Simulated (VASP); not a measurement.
# KCl: single point with PBEsol

Crystal: KCl.

```
K Cl
1.0
     3.63480    0.00000    0.00000
     0.00000    3.63480    0.00000
     0.00000    0.00000    3.63480
K Cl
1 1
Cartesian
  0.0000 0.0000 0.0000
  1.8174 1.8174 1.8174
```

```
Program             : VASP 6.6.1
Task                : single point
Functional          : PBEsol
Potentials or basis : VASP PAW PBE potentials, release 64 (K_sv, Cl)
Cutoff              : 500 eV
k mesh              : 8 × 8 × 8
Occupations         : gaussian, width 0.05 eV
Spin                : no spin polarisation
```

* Pressure: 2.3 GPa
* Band gap on the k mesh: 5.36 eV (least direct gap 5.60 eV)

Levels at points of the mesh, in eV from the valence-band top:
```
           k point  band 6  band 7  band 8  band 9  band 10  band 11
(0.00, 0.00, 0.00)   -0.24   -0.24   -0.24    5.36     6.22     6.22
(0.50, 0.00, 0.00)   -2.29   -0.30   -0.30    7.86     8.36     9.07
(0.50, 0.50, 0.00)   -1.48   -1.48    0.00    6.10     7.33     8.97
(0.50, 0.50, 0.50)   -1.79   -1.79   -1.79    9.17     9.17     9.17
```

Wall time 16 s on 1 thread of Intel(R) Xeon(R) Platinum 8259CL CPU @ 2.50GHz (Skylake/Cascade Lake) (shared host), peak memory 0.16 GiB.

Caveat: the PAW data sets were made with another functional, which shifts forces and pressure a little. As with any semilocal functional, this PBEsol gap is likely too small.
